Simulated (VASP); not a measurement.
HfN: relaxation of cell and atoms with r2SCAN

Crystal: HfN.

```xyz
2
Lattice="3.4716 0.0000 0.0000 1.7358 3.0065 0.0000 1.7358 1.0022 2.8346" Properties=species:S:1:pos:R:3 pbc="T T T"
Hf    0.0000    0.0000    0.0000
N     5.2075    3.0065    2.1259
```

```
Program                : VASP 6.6.1
Task                   : relaxation of cell and atoms
Functional             : r2SCAN
Potentials or basis    : VASP PAW PBE potentials, release 64 (Hf_pv, N)
Cutoff                 : 600 eV
k mesh                 : 6 × 6 × 6
Occupations            : methfessel-paxton, width 0.05 eV
Spin                   : no spin polarisation
Dipole correction      : no
Further INCAR settings : ALGO = Normal; EDIFF = 1e-06; IBRION = 2; EDIFFG = -0.02; NSW = 80; ISIF = 3
```

- Relaxed volume: 14.54 Å³/atom
- Relaxed cell: a = 3.452 Å, b = 3.452 Å, c = 3.452 Å, α = 60.00°, β = 60.00°, γ = 60.00°
- Space group after relaxing (to 0.05 Å): F-43m (No. 216)
- Energy gained by relaxing: 3.0 meV/atom
- Ionic steps: 3
- Pressure after relaxing: 0.0 GPa

The path:
| step | energy change (eV) | largest force (eV/Å) | pressure (GPa) | volume (Å³) |
| --- | --- | --- | --- | --- |
| 1 | 0.0000 | 0.0000 | -3.62 | 29.59 |
| 2 | 0.0131 | 0.0000 | 7.03 | 28.18 |
| 3 | -0.0059 | 0.0000 | -0.04 | 29.07 |

Final structure:
```yaml
crystal:
  lattice:
    - [3.45150, 0.00000, 0.00000]
    - [1.72575, 2.98909, 0.00000]
    - [1.72575, 0.99636, 2.81814]
  atoms:
    - { symbol: Hf, position: [0.00000, 0.00000, 0.00000] }
    - { symbol: N, position: [0.75000, 0.75000, 0.75000] }
```

Levels at points of the mesh, in eV from the Fermi level:
| k point | band 4 | band 5 | band 6 | band 7 | band 8 | band 9 | band 10 | band 11 |
| --- | --- | --- | --- | --- | --- | --- | --- | --- |
| (0.00, 0.00, 0.00) | -17.71 | -6.27 | -6.27 | -6.27 | -1.01 | 2.14 | 2.14 | 6.66 |
| (0.50, 0.00, 0.00) | -16.60 | -6.49 | -5.63 | -5.63 | 1.23 | 2.67 | 2.67 | 4.38 |
| (0.50, 0.50, 0.00) | -16.23 | -7.65 | -4.33 | -4.33 | -1.65 | 2.16 | 4.05 | 4.58 |

Wall time 82 s on 1 thread of AMD EPYC 7R13 (shared host), peak memory 0.18 GiB.

Caveat: the k points lie up to 0.37 Å⁻¹ apart in the final cell; the PAW data sets were made with another functional, which shifts forces and pressure a little; spin-orbit coupling is left out, which moves the levels of the heavy elements.
